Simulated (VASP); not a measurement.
# BaTiO3 (P4mm) in VASP: a series of runs

BaTiO3 is run at these levels: PBE; tasks: single point, relaxation of shape and atoms at fixed volume.

Program: VASP 6.6.1. These are calculated values, not measurements. Logs are shortened: lines on timing, memory, paths and dates and some standing lists are left out, and cuts for length are marked.

## 1. The cell of the first run

The structure is tetragonal, space group P4mm (No. 99). Conventional cell: a = 3.986 Å, b = 3.986 Å, c = 4.285 Å, α = 90.00°, β = 90.00°, γ = 90.00°. Within 3.7 Å of Ba (site symmetry 4mm) lie 12 O at 2.81 to 3.05 Å and 8 Ti at 3.50 to 3.58 Å. Within 2.5 Å of Ti (site symmetry 4mm) lie 6 O at 1.80 to 2.48 Å. Within 2.5 Å of O (site symmetry 4mm) lie 2 Ti at 1.80 to 2.48 Å. Within 3.1 Å of O (site symmetry 2mm) lie 2 Ti at 2.01 Å and 4 Ba at 2.81 to 3.05 Å and 8 O at 2.82 to 3.01 Å.

## 2. Single point, PBE (13.61 Å³/atom)

The input, INCAR:

```
SYSTEM = BaTiO3
ALGO = Normal ; EDIFF = 1E-6
ENCUT = 1340 ; GGA = PE
GGA_COMPAT = .FALSE. ; ISIF = 2
ISMEAR = 0 ; LASPH = .TRUE.
LCHARG = .FALSE. ; LREAL = .FALSE.
LWAVE = .FALSE. ; NBANDS = 28
NELM = 120 ; PREC = Accurate
SIGMA = 0.05
```

The input, KPOINTS:

```
k-points
0
G
  8 8 8
  0 0 0
```

The input, POSCAR:

```
BaTiO3
1.0
    3.9859842328      0.0000000000      0.0000000000
    0.0000000000      3.9859842328      0.0000000000
    0.0000000000      0.0000000000      4.2845742641
Ba Ti O
1 1 3
Direct
    0.0000000000      0.0000000000     -0.0166880462
    0.5000000000      0.5000000000      0.4677168527
    0.5000000000      0.5000000000      0.0474668142
    0.5000000000      0.0000000000      0.5222521896
    0.0000000000      0.5000000000      0.5222521896
```

Potentials or basis: VASP PAW PBE potentials, release 64 (Ba_sv, Ti_sv, O_h).

Command:

```sh
$ cat potpaw_PBE.64/Ba_sv/POTCAR potpaw_PBE.64/Ti_sv/POTCAR potpaw_PBE.64/O_h/POTCAR > POTCAR
$ mpirun -np 1 vasp_std > vasp.out
```

OUTCAR:

```text
SYSTEM = BaTiO3
   EDIFF = 1E-6
   ENCUT = 1340
   GGA = PE
   ISIF = 2
   ISMEAR = 0
   LASPH = .TRUE.
   LREAL = .FALSE.
   NELM = 120
   PREC = Accurate

 ion  position               nearest neighbor table
   1  0.000  0.000  0.983-   4 2.81   5 2.81   5 2.81   4 2.81   3 2.83   3 2.83   3 2.83   3 2.83
                             4 3.05   5 3.05   5 3.05   4 3.05   2 3.50   2 3.50   2 3.50   2 3.50
   2  0.500  0.500  0.468-   3 1.80   4 2.01   5 2.01   4 2.01   5 2.01   1 3.50   1 3.50   1 3.50
                             1 3.50   1 3.58   1 3.58   1 3.58   1 3.58
   3  0.500  0.500  0.047-   2 1.80   1 2.83   1 2.83   1 2.83   1 2.83
   4  0.500  0.000  0.522-   2 2.01   2 2.01   1 2.81   1 2.81   1 3.05   1 3.05
   5  0.000  0.500  0.522-   2 2.01   2 2.01   1 2.81   1 2.81   1 3.05   1 3.05

  LATTYP: Found a simple tetragonal cell.
 ALAT       =     3.9859842328
 C/A-ratio  =     1.0749099881

  Lattice vectors:

 A1 = (   3.9859842328,   0.0000000000,   0.0000000000)
 A2 = (   0.0000000000,   3.9859842328,   0.0000000000)
 A3 = (   0.0000000000,   0.0000000000,   4.2845742641)

Analysis of symmetry for initial positions (statically):
=====================================================================
 Subroutine PRICEL returns:
 Original cell was already a primitive cell.

 Routine SETGRP: Setting up the symmetry group for a
 simple tetragonal supercell.

 Subroutine GETGRP returns: Found  8 space group operations
 (whereof  8 operations were pure point group operations)
 out of a pool of 16 trial point group operations.

The static configuration has the point symmetry C_4v.

Analysis of symmetry for dynamics (positions and initial velocities):
=====================================================================
 Subroutine PRICEL returns:
 Original cell was already a primitive cell.

 Routine SETGRP: Setting up the symmetry group for a
 simple tetragonal supercell.

 Subroutine GETGRP returns: Found  8 space group operations
 (whereof  8 operations were pure point group operations)
 out of a pool of 16 trial point group operations.

The dynamic configuration has the point symmetry C_4v.

 Subroutine INISYM returns: Found  8 space group operations
 (whereof  8 operations are pure point group operations),
 and found     1 'primitive' translations

----------------------------------------------------------------------------------------

                                     Primitive cell

  volume of cell :      68.0736

  direct lattice vectors                    reciprocal lattice vectors
     3.985984233  0.000000000  0.000000000     0.250879066  0.000000000  0.000000000
     0.000000000  3.985984233  0.000000000     0.000000000  0.250879066  0.000000000
     0.000000000  0.000000000  4.284574264     0.000000000  0.000000000  0.233395418

  length of vectors
     3.985984233  3.985984233  4.284574264     0.250879066  0.250879066  0.233395418

  position of ions in fractional coordinates (direct lattice)
     0.000000000  0.000000000  0.983311954
     0.500000000  0.500000000  0.467716853
     0.500000000  0.500000000  0.047466814
     0.500000000  0.000000000  0.522252190
     0.000000000  0.500000000  0.522252190

  ion indices of the primitive-cell ions
   primitive index   ion index
                 1           1
                 2           2
                 3           3
                 4           4
                 5           5

----------------------------------------------------------------------------------------

 KPOINTS: k-points

Automatic generation of k-mesh.
 Grid dimensions read from file:
 generate k-points for:    8    8    8

 Generating k-lattice:

  Cartesian coordinates                     Fractional coordinates (reciprocal lattice)
     0.031359883  0.000000000  0.000000000     0.125000000  0.000000000  0.000000000
     0.000000000  0.031359883  0.000000000     0.000000000  0.125000000  0.000000000
     0.000000000  0.000000000  0.029174427     0.000000000  0.000000000  0.125000000

  Length of vectors
     0.031359883  0.031359883  0.029174427

  Shift w.r.t. Gamma in fractional coordinates (k-lattice)
     0.000000000  0.000000000  0.000000000

 Subroutine IBZKPT returns following result:
 ===========================================

 Found     75 irreducible k-points:

 Following reciprocal coordinates:
            Coordinates               Weight
  0.000000  0.000000  0.000000      1.000000
  0.125000  0.000000  0.000000      4.000000
  0.250000  0.000000  0.000000      4.000000
  0.375000  0.000000  0.000000      4.000000
  0.500000  0.000000  0.000000      2.000000
  0.125000  0.125000  0.000000      4.000000
[... 16 lines left out ...]
  0.375000  0.125000  0.125000     16.000000
  0.500000  0.125000  0.125000      8.000000
 [... further k-points ...]
   k-points           NKPTS =     75   k-points in BZ     NKDIM =     75   number of bands    NBANDS=     28
[... 34 lines left out ...]
   IALGO  =     38    algorithm
   IMIX   =      4    mixing-type and parameters
     AMIX     =   0.40;   BMIX     =  1.00
     AMIX_MAG =   1.60;   BMIX_MAG =  1.00
  volume/ion in A,a.u.               =      13.61        91.88
  Fermi-wavevector in a.u.,A,eV,Ry     =   1.371203  2.591199 25.581658  1.880199
  Thomas-Fermi vector in A             =   2.496921
   LORBIT       =      0    0 simple, 1 ext, 2 COOP (PROOUT), +10 PAW based schemes
   GGA     = PE    functional components
   LHFCALC =     F    Hartree Fock is set to
   AEXX    =    0.0000 exact exchange contribution
   IVDW    =     0    specifies the selected vdW correction
   LEPSILON=     F    determine dielectric tensor
   LRPA    =     F    only Hartree local field effects (RPA)
 non-spin polarized calculation
 Gauss-broadening in eV      SIGMA  =   0.05
  energy-cutoff  :     1340.00
  volume of cell :       68.07
 maximum number of plane-waves:      7672
 NGX is ok and might be reduce to    48
   NGX = 23   NGY = 23   NGZ = 25

 number of electron      40.0000001 magnetization

 Free energy of the ion-electron system (eV)
  ---------------------------------------------------
  ext. energy  EPLUGINS =         0.00000000
  ---------------------------------------------------
  free energy    TOTEN  =       -40.07324533 eV

  energy without entropy =      -40.07324533  energy(sigma->0) =      -40.07324533

 E-fermi :   4.3358     XC(G=0): -10.9133

 val. band max:        3.9943146594   @ k =   0.5000   0.5000   0.5000
 cond. band min:       5.7863006018   @ k =   0.0000   0.0000   0.0000
 fundamental gap:      1.7919859423
 Fermi energy:         4.3357901587

 k-point     1 :       0.0000    0.0000    0.0000
  band No.  band energies     occupation
      1     -52.6938      2.00000
      2     -29.0531      2.00000
      3     -28.8835      2.00000
      4     -28.8835      2.00000
      5     -21.3232      2.00000
      6     -13.0337      2.00000
[... 20 lines left out ...]
     27       9.0981      0.00000
     28      10.3726      0.00000

 k-point     2 :       0.1250    0.0000    0.0000
  band No.  band energies     occupation
      1     -52.6936      2.00000
      2     -29.0527      2.00000
      3     -28.8912      2.00000
      4     -28.8832      2.00000
      5     -21.3083      2.00000
      6     -13.0356      2.00000
[... 20 lines left out ...]
     27       9.3733      0.00000
     28      10.7464      0.00000

 k-point     3 :       0.2500    0.0000    0.0000
  band No.  band energies     occupation
      1     -52.6932      2.00000
      2     -29.0519      2.00000
      3     -28.9096      2.00000
      4     -28.8825      2.00000
      5     -21.2719      2.00000
      6     -13.0794      2.00000
[... 20 lines left out ...]
     27      10.0450      0.00000
     28      11.7206      0.00000

 k-point     4 :       0.3750    0.0000    0.0000
  band No.  band energies     occupation
      1     -52.6929      2.00000
      2     -29.0511      2.00000
      3     -28.9280      2.00000
      4     -28.8818      2.00000
      5     -21.2349      2.00000
      6     -13.1608      2.00000
[... 578 lines left out ...]
     27      10.3504      0.00000
     28      11.5458      0.00000

 k-point    23 :       0.3750    0.1250    0.1250
  band No.  band energies     occupation
      1     -52.6927      2.00000
      2     -29.0540      2.00000
      3     -28.9274      2.00000
      4     -28.8892      2.00000
      5     -21.2186      2.00000
      6     -13.0608      2.00000
[... 20 lines left out ...]
     27      11.0882      0.00000
     28      11.9642      0.00000

 k-point    24 :       0.5000    0.1250    0.1250
  band No.  band energies     occupation
      1     -52.6925      2.00000
      2     -29.0536      2.00000
      3     -28.9349      2.00000
      4     -28.8889      2.00000
      5     -21.2043      2.00000
      6     -13.0884      2.00000
[... 20 lines left out ...]
     27      11.4396      0.00000
     28      12.1643      0.00000

 [... further k-points ...]
[... 5 lines left out ...]
  --------------------------------------------------------------------------------------
  -------------------------------------------------------------------------------------
  Total       -0.0701968     -0.0701968     -0.0772860      0.0000000      0.0000000      0.0000000
  in kB       -1.6521477     -1.6521477     -1.8190006      0.0000000      0.0000000      0.0000000
  external PRESSURE =      -1.7077653 kB  Pullay stress =       0.0000000 kB

 VOLUME and BASIS-vectors are now :
 -----------------------------------------------------------------------------
  energy-cutoff  :     1340.00
  volume of cell :       68.07
      direct lattice vectors                 reciprocal lattice vectors
     3.985984233  0.000000000  0.000000000     0.250879066  0.000000000  0.000000000
     0.000000000  3.985984233  0.000000000     0.000000000  0.250879066  0.000000000
     0.000000000  0.000000000  4.284574264     0.000000000  0.000000000  0.233395418

 POSITION                                       TOTAL-FORCE (eV/Angst)
 -----------------------------------------------------------------------------------
      0.00000      0.00000      4.21307         0.000000      0.000000      0.057893
      1.99299      1.99299      2.00397         0.000000     -0.000000      0.045181
      1.99299      1.99299      0.20338         0.000000      0.000000     -0.046523
      1.99299      0.00000      2.23763         0.000000      0.000000     -0.028276
      0.00000      1.99299      2.23763         0.000000      0.000000     -0.028276
 -----------------------------------------------------------------------------------
    total drift:                                0.000000      0.000000      0.000277

  FREE ENERGIE OF THE ION-ELECTRON SYSTEM (eV)
  ---------------------------------------------------
  free  energy   TOTEN  =       -40.0732453309 eV

  energy  without entropy=      -40.0732453309  energy(sigma->0) =      -40.07324533
```

Run time: 12 min. Hardware: 1 thread of Intel Xeon Platinum 8259CL at 2.50GHz (Skylake/Cascade Lake), shared host; peak memory 0.76 GiB.

What came out:

| Quantity | Value |
| --- | --- |
| Free energy | -40.0732 eV |
| Pressure | -0.2 GPa |
| Largest force | 0.058 eV/Å |
| Band gap on the k mesh | 1.79 eV (least direct gap 2.41 eV) |

Forces in eV/Å, atoms in the order of the input:
```
Ba   0.000  0.000  0.058
Ti   0.000  0.000  0.045
O    0.000  0.000 -0.047
O    0.000  0.000 -0.028
O    0.000  0.000 -0.028
```

Caveat: spin-orbit coupling is left out, which moves the levels of the heavy elements.

## 3. Relaxation of shape and atoms at fixed volume, PBE (13.61 Å³/atom)

The input, INCAR:

```
PREC     = Accurate       # precision mode
ENCUT    = 600            # plane-wave cutoff, eV
EDIFF    = 1E-6           # SCF threshold, eV
ISMEAR   = 0              # smearing method
SIGMA    = 0.05           # smearing width, eV
LREAL    = False          # projectors in reciprocal space
LASPH    = True           # aspherical terms in the spheres
NELM     = 80             # most SCF steps
ALGO     = Normal         # electronic algorithm
ISIF     = 4              # what is computed and relaxed
LWAVE    = False          # write WAVECAR
LCHARG   = False          # write CHGCAR
GGA      = PE             # functional
IBRION   = 2              # ionic algorithm
NSW      = 60             # ionic steps
EDIFFG   = -0.01          # ionic threshold
```

The input, KPOINTS:

```
regular mesh
0
Gamma
  8 8 8
```

The input, POSCAR:

```
BaTiO3
1.0
    4.0116743311      0.0000000000      0.0000000000
    0.0000000000      4.0116743311      0.0000000000
    0.0000000000      0.0000000000      4.2298745620
Ba Ti O
1 1 3
Direct
    0.0000000000      0.0000000000     -0.0107167314
    0.5000000000      0.5000000000      0.4720592577
    0.5000000000      0.5000000000      0.0408775861
    0.5000000000      0.0000000000      0.5203899438
    0.0000000000      0.5000000000      0.5203899438
```

Potentials or basis: VASP PAW PBE potentials, release 64 (Ba_sv, Ti_sv, O).

Command:

```sh
$ cat potpaw_PBE.64/Ba_sv/POTCAR potpaw_PBE.64/Ti_sv/POTCAR potpaw_PBE.64/O/POTCAR > POTCAR
$ mpirun -np 1 vasp_std > vasp.out
```

Wall time 4 min (1 thread of Intel Xeon 6975P-C (Granite Rapids), shared host); peak memory 0.31 GiB.

Results (log left out):

```yaml
Free_energy: -40.0511 eV
Energy_gained_by_relaxing: 0.5 meV/atom
Ionic_steps: 11
Pressure_after_relaxing: -0.8 GPa
Band_gap_on_the_k_mesh: 1.77 eV (least direct gap 2.36 eV)
```

Step by step:
```tsv
step	energy change (eV)	largest force (eV/Å)	pressure (GPa)	volume (Å³)
1	0.0000	0.1728	-1.64	68.07
2	-0.0011	0.0389	-1.23	68.07
3	-0.0011	0.0326	-1.25	68.07
4	-0.0018	0.0088	-1.13	68.07
5	-0.0020	0.0272	-0.98	68.07
6	-0.0021	0.0202	-0.93	68.07
7	-0.0022	0.0243	-0.88	68.07
8	-0.0022	0.0147	-0.85	68.07
9	-0.0022	0.0200	-0.81	68.07
10	-0.0023	0.0133	-0.82	68.07
11	-0.0023	0.0010	-0.82	68.07
```

Final structure:
```
Ba Ti O
1.0
     3.99693    0.00000    0.00000
     0.00000    3.99693    0.00000
     0.00000    0.00000    4.26114
Ba Ti O
1 1 3
Direct
  0.00000 0.00000 0.98802
  0.50000 0.50000 0.46964
  0.50000 0.50000 0.04481
  0.50000 0.00000 0.52026
  0.00000 0.50000 0.52026
```

Levels at points of the mesh, in eV from the valence-band top:
```tsv
k point	band 17	band 18	band 19	band 20	band 21	band 22	band 23	band 24
(0.00, 0.00, 0.00)	-1.35	-1.06	-0.60	-0.60	1.77	2.46	2.46	3.92
(0.50, 0.00, 0.00)	-1.97	-1.72	-1.69	-1.44	2.52	3.35	3.46	4.00
(0.50, 0.50, 0.00)	-2.11	-1.20	-1.20	-0.06	3.50	3.50	3.83	3.90
(0.00, 0.00, 0.50)	-2.09	-1.98	-0.75	-0.75	1.88	3.35	3.35	3.93
(0.50, 0.00, 0.50)	-1.90	-1.24	-1.14	-0.60	3.36	3.40	3.60	4.67
(0.50, 0.50, 0.50)	-2.68	-0.54	-0.54	0.00	3.84	3.84	3.97	5.75
```

Caveat: spin-orbit coupling is left out, which moves the levels of the heavy elements. A k mesh can miss the band edges.

## 4. Relaxation of shape and atoms at fixed volume, PBE (13.88 Å³/atom)

This run uses another cell than the first one, of 13.88 Å³/atom.

The input, INCAR:

```
  ALGO = Normal
  EDIFF = 1E-6
  EDIFFG = -0.01
  ENCUT = 600
  GGA = PE
  IBRION = 2
  ISIF = 4
  ISMEAR = 0
  LASPH = True
  LCHARG = False
  LREAL = False
  LWAVE = False
  NELM = 100
  NSW = 60
  PREC = Accurate
  SIGMA = 0.05
```

The input, KPOINTS:

```
k-points
0
Gamma
  8 8 8
```

The input, POSCAR:

```
BaTiO3
1.0
    4.0118679726      0.0000000000      0.0000000000
    0.0000000000      4.0118679726      0.0000000000
    0.0000000000      0.0000000000      4.3123969545
Ba Ti O
1 1 3
Direct
    0.0000000000      0.0000000000     -0.0166880462
    0.5000000000      0.5000000000      0.4677168527
    0.5000000000      0.5000000000      0.0474668142
    0.5000000000      0.0000000000      0.5222521896
    0.0000000000      0.5000000000      0.5222521896
```

Command:

```sh
$ cat potpaw_PBE.64/Ba_sv/POTCAR potpaw_PBE.64/Ti_sv/POTCAR potpaw_PBE.64/O/POTCAR > POTCAR
$ mpirun -np 1 vasp_std > vasp.out
```

Wall time 3.5 min (1 thread of Intel Xeon 6975P-C (Granite Rapids), shared host); peak memory 0.31 GiB.

The run converged. Its results:

```yaml
Free_energy: -40.0414 eV
Energy_gained_by_relaxing: 0.5 meV/atom
Ionic_steps: 9
Pressure_after_relaxing: -2.1 GPa
Largest_force_after_relaxing: 0.007 eV/Å
Band_gap_on_the_k_mesh: 1.76 eV (least direct gap 2.41 eV)
```

Forces on the atoms (eV/Å):
```
Ba   0.000  0.000  0.000
Ti   0.000  0.000  0.007
O    0.000  0.000 -0.005
O    0.000  0.000 -0.001
O    0.000  0.000 -0.001
```

Step by step:
| step | energy change (eV) | largest force (eV/Å) | pressure (GPa) | volume (Å³) |
| --- | --- | --- | --- | --- |
| 1 | 0.0000 | 0.1825 | -2.98 | 69.41 |
| 2 | -0.0011 | 0.0702 | -2.53 | 69.41 |
| 3 | -0.0011 | 0.0478 | -2.57 | 69.41 |
| 4 | -0.0019 | 0.0075 | -2.45 | 69.41 |
| 5 | -0.0022 | 0.0350 | -2.31 | 69.41 |
| 6 | -0.0023 | 0.0202 | -2.24 | 69.41 |
| 7 | -0.0024 | 0.0296 | -2.18 | 69.41 |
| 8 | -0.0025 | 0.0208 | -2.14 | 69.41 |
| 9 | -0.0025 | 0.0068 | -2.07 | 69.41 |

Final structure:
```
Ba Ti O
1.0
     3.99476    0.00000    0.00000
     0.00000    3.99476    0.00000
     0.00000    0.00000    4.34942
Ba Ti O
1 1 3
Direct
  0.00000 0.00000 0.98180
  0.50000 0.50000 0.46545
  0.50000 0.50000 0.05158
  0.50000 0.00000 0.52209
  0.00000 0.50000 0.52209
```

Levels at points of the mesh, in eV from the valence-band top:
| k point | band 17 | band 18 | band 19 | band 20 | band 21 | band 22 | band 23 | band 24 |
| --- | --- | --- | --- | --- | --- | --- | --- | --- |
| (0.00, 0.00, 0.00) | -1.42 | -1.29 | -0.65 | -0.65 | 1.76 | 2.58 | 2.58 | 3.88 |
| (0.50, 0.00, 0.00) | -1.98 | -1.87 | -1.73 | -1.63 | 2.61 | 3.30 | 3.42 | 3.97 |
| (0.50, 0.50, 0.00) | -2.23 | -1.23 | -1.23 | -0.05 | 3.47 | 3.47 | 3.66 | 3.80 |
| (0.00, 0.00, 0.50) | -2.14 | -1.99 | -0.75 | -0.75 | 1.86 | 3.31 | 3.31 | 3.92 |
| (0.50, 0.00, 0.50) | -1.95 | -1.35 | -1.21 | -0.71 | 3.32 | 3.36 | 3.50 | 4.62 |
| (0.50, 0.50, 0.50) | -2.75 | -0.68 | -0.68 | 0.00 | 3.74 | 3.74 | 3.90 | 5.50 |

Caveat: spin-orbit coupling is left out, which moves the levels of the heavy elements.

## 5. Overview

```tsv
task	potentials or basis	cell	cutoff (eV)	gap on the mesh (eV)	pressure (GPa)	largest force (eV/Å)
single point	VASP PAW PBE potentials, release 64 (Ba_sv, Ti_sv, O_h)	a = 3.986, b = 3.986, c = 4.285 Å, 5 atoms, atomic positions A	1340	1.79	-0.2	0.06
relaxation of shape and atoms at fixed volume	VASP PAW PBE potentials, release 64 (Ba_sv, Ti_sv, O)	relaxed from a = 4.012, b = 4.012, c = 4.230 Å, 5 atoms, atomic positions B	600	1.77	-0.8	-
relaxation of shape and atoms at fixed volume	VASP PAW PBE potentials, release 64 (Ba_sv, Ti_sv, O)	relaxed from a = 4.012, b = 4.012, c = 4.312 Å, 5 atoms, atomic positions A	600	1.76	-2.1	0.01
```

Alike in all rows: level PBE; no spin polarisation; k mesh 8 × 8 × 8; smearing gaussian 0.05 eV.

Caveats: spin-orbit coupling is left out, which moves the levels of the heavy elements.

Total energies depend on the potentials used, so only differences within one code and one set of settings carry meaning.
